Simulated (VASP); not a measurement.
Here is a VASP 6.6.1 calculation.

INCAR

```
ALGO = Normal
EDIFF = 1E-7
EDIFFG = -0.002
ENCUT = 1340
GGA = PE
GGA_COMPAT = False
IBRION = 2
ISIF = 3
ISMEAR = 0
IVDW = 12
LASPH = True
LCHARG = False
LREAL = False
LWAVE = False
NELM = 120
NELMIN = 4
NSW = 100
PREC = Accurate
SIGMA = 0.02
```

The input KPOINTS:

```
k-points
0
Gamma
  8 8 8
```

File POSCAR:

```
BaO
1.0
    0.0000000000      2.7903917100      2.7903917100
    2.7903917100      0.0000000000      2.7903917100
    2.7903917100      2.7903917100      0.0000000000
Ba O
1 1
Direct
    0.0000000000      0.0000000000      0.0000000000
    0.5000000000      0.5000000000      0.5000000000
```

Potentials or basis: VASP PAW PBE potentials, release 64 (Ba_sv, O_h).

Command:

```bash
$ cat potpaw_PBE.64/Ba_sv/POTCAR potpaw_PBE.64/O_h/POTCAR > POTCAR
$ mpirun -np 1 vasp_std > vasp.out
```

Q: What does it give for the relaxed cell?

A: a = 3.938 Å, b = 3.938 Å, c = 3.938 Å, α = 60.00°, β = 60.00°, γ = 60.00°.

Q: Estimate the space group after relaxing (to 0.1 Å).

A: Fm-3m (No. 225).

Q: What does it give for the relaxed volume?

A: 21.59 Å³/atom.

The path:
| step | energy change (eV) | largest force (eV/Å) | pressure (GPa) | volume (Å³) |
| --- | --- | --- | --- | --- |
| 1 | 0.0000 | 0.0000 | -0.32 | 43.45 |
| 2 | -0.0004 | 0.0000 | 0.00 | 43.18 |
